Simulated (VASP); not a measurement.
## ZrB2: relaxation of cell and atoms with r2SCAN+U

Crystal: ZrB2.

```
CELL_PARAMETERS angstrom
3.17000 0.00000 0.00000
-1.58500 2.74530 0.00000
0.00000 0.00000 3.53300
ATOMIC_POSITIONS crystal
Zr 0.00000 0.00000 0.00000
B 0.66667 0.33333 0.50000
B 0.33333 0.66667 0.50000
```

* Program: VASP 6.6.1
* Task: relaxation of cell and atoms
* Functional: r2SCAN
* Potentials or basis: VASP PAW PBE potentials, release 64 (Zr_sv, B)
* Cutoff: 600 eV
* k mesh: 10 × 10 × 8
* Occupations: fermi-dirac, width 0.05 eV
* Spin: no spin polarisation
* Hubbard terms: Zr d U = 5.0 eV
* Dipole correction: no
* Further INCAR settings: ALGO = Normal; EDIFF = 1e-07; IBRION = 2; EDIFFG = -0.01; NSW = 60; ISIF = 3

The relaxed volume is 10.78 Å³/atom, the relaxed cell is a = 3.205 Å, b = 3.205 Å, c = 3.636 Å, α = 90.00°, β = 90.00°, γ = 120.00° and the space group after relaxing (to 0.1 Å) is P6/mmm (No. 191). The energy gained by relaxing is 22.4 meV/atom, the ionic steps are 6 and the pressure after relaxing is 0.1 GPa. The band gap on the k mesh is zero (bands 9 and 10 overlap by 1.17 eV).

The path:
```
step  energy change (eV)  largest force (eV/Å)  pressure (GPa)  volume (Å³)
   1              0.0000                0.0000           12.73        30.75
   2              0.0252                0.0000          -13.07        34.51
   3             -0.0647                0.0000           -0.48        32.41
   4             -0.0647                0.0000           -0.24        32.37
   5             -0.0673                0.0000            0.12        32.35
   6             -0.0673                0.0000            0.13        32.34
```

Final structure:
```
CELL_PARAMETERS angstrom
3.20492 0.00000 0.00000
-1.60246 2.77554 0.00000
0.00000 0.00000 3.63615
ATOMIC_POSITIONS crystal
Zr 0.00000 0.00000 0.00000
B 0.66667 0.33333 0.50000
B 0.33333 0.66667 0.50000
```

Levels at points of the mesh, in eV from the Fermi level:
| k point | band 6 | band 7 | band 8 | band 9 | band 10 | band 11 | band 12 | band 13 |
| --- | --- | --- | --- | --- | --- | --- | --- | --- |
| (0.00, 0.00, 0.00) | -3.26 | -2.66 | -2.66 | -2.65 | 3.96 | 3.96 | 4.21 | 4.21 |
| (0.50, 0.00, 0.00) | -9.60 | -4.07 | -3.55 | -2.56 | 1.69 | 2.76 | 5.15 | 5.37 |
| (0.00, 0.00, 0.50) | -7.88 | -1.26 | -1.26 | 0.73 | 0.73 | 1.09 | 1.09 | 1.94 |
| (0.50, 0.00, 0.50) | -7.93 | -4.75 | -4.38 | -2.95 | 3.58 | 3.95 | 5.72 | 6.24 |

Eigenvalues of the final occupation matrices:
```csv
site,spin,trace,eigenvalues
site 1 d,1,0.74,0.13 0.14 0.14 0.16 0.16
site 1 d,2,0.74,0.13 0.14 0.14 0.16 0.16
```

It took 11 min on 1 thread of AMD EPYC 7R13 Processor (Zen 3), with other jobs on the host, peak memory 0.17 GiB.

Caveat: the PAW data sets were made with another functional, which shifts forces and pressure a little; U without spin polarisation on a metal has little footing; the U is typed as a test and isn't derived for this compound. Zero-point motion and thermal expansion aren't in these numbers.
